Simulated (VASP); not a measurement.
Cl, 1 atom in the cell. The cell holds a molecule in a box, 1 atom: a = 15.000 Å, b = 15.500 Å, c = 16.000 Å, α = 90.00°, β = 90.00°, γ = 90.00°. 

- Program: VASP 6.6.1
- Task: single point
- Functional: PBE
- Dispersion: D3(BJ)
- Potentials or basis: VASP PAW PBE potentials, release 64 (Cl)
- Cutoff: 520 eV
- k mesh: 1 × 1 × 1
- Occupations: gaussian, width 0.005 eV
- Spin: collinear spin
- Starting moments: [1.0] μB
- Dipole correction: no
- Further INCAR settings: ALGO = Normal; EDIFF = 1e-06; NBANDS = 14; ISYM = 0

Potentials or basis: VASP PAW PBE potentials, release 64 (Cl).

Command:

```console
$ cat potpaw_PBE.64/Cl/POTCAR > POTCAR
$ mpirun -np 1 vasp_gam > vasp.out
```

Hardware: 1 thread of AMD EPYC 7R43 64-Core Processor (Zen 3) (shared host).

**Question.** How long does it take, and how much memory?

**Answer.** Run time: 6.2 min on 1 thread of AMD EPYC 7R43 64-Core Processor (Zen 3), with other jobs on the host, peak memory 3.2 GiB. Counts: scf iterations 18, k points 1.
